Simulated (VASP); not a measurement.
Set up this calculation in VASP 6.6.1, as the native input.

| Property | Result |
| --- | --- |
| Task | single point |
| Functional | PBE |
| Potentials or basis | VASP PAW PBE potentials, release 64 (Mn_pv, O) |
| Cutoff | 520 eV |
| k mesh | 16 × 16 × 16 |
| Occupations | gaussian, width 0.1 eV |
| Spin | collinear spin, ferrimagnetic start |
| Starting moments | [3.17, -0.13, -0.13] μB |
| Dipole correction | no |
| Further INCAR settings | ALGO = Normal; EDIFF = 1e-06; NBANDS = 24 |

The structure of MnO2 lies in POSCAR:

```
MnO2
1.0
    0.0000000000      2.3860514236      2.3860514236
    2.3860514236      0.0000000000      2.3860514236
    2.3860514236      2.3860514236      0.0000000000
Mn O
1 2
Direct
    0.0000000000      0.0000000000      0.0000000000
    0.2500000000      0.2500000000      0.2500000000
    0.7500000000      0.7500000000      0.7500000000
```

The input as run:

INCAR

```
PREC = Accurate ; ENCUT = 520
EDIFF = 1E-6 ; ISMEAR = 0
SIGMA = 0.1 ; LREAL = F
LASPH = T ; NELM = 150
ALGO = Normal ; ISIF = 2
LWAVE = F ; LCHARG = F
ISPIN = 2 ; MAGMOM = 3.17 -0.13 -0.13
LORBIT = 11 ; LMAXMIX = 4
GGA = PE ; NBANDS = 24
```

KPOINTS

```
regular mesh
0
Gamma
  16 16 16
```

Potentials or basis: VASP PAW PBE potentials, release 64 (Mn_pv, O).

Command:

```console
$ cat potpaw_PBE.64/Mn_pv/POTCAR potpaw_PBE.64/O/POTCAR > POTCAR
$ mpirun -np 1 vasp_std > vasp.out
```

Results of the run:

* Pressure: 0.8 GPa
* Band gap on the k mesh: zero (filled and empty bands overlap)
* Net moment: 3.00 μB per cell
* Site moments: Mn +3.20; O -0.14 μB
* Valence electrons inside the program's atomic spheres: Mn 11.39; O 4.96

Caveat: a cell with one magnetic atom can't hold antiferromagnetic order, which such compounds often take; semilocal functionals often make such compounds metallic where correlation or magnetic order opens a gap, which also shifts bond lengths.

It took 4.5 min on 1 thread of Intel(R) Xeon(R) Platinum 8259CL CPU @ 2.50GHz (Skylake/Cascade Lake) (shared host), peak memory 0.27 GiB.
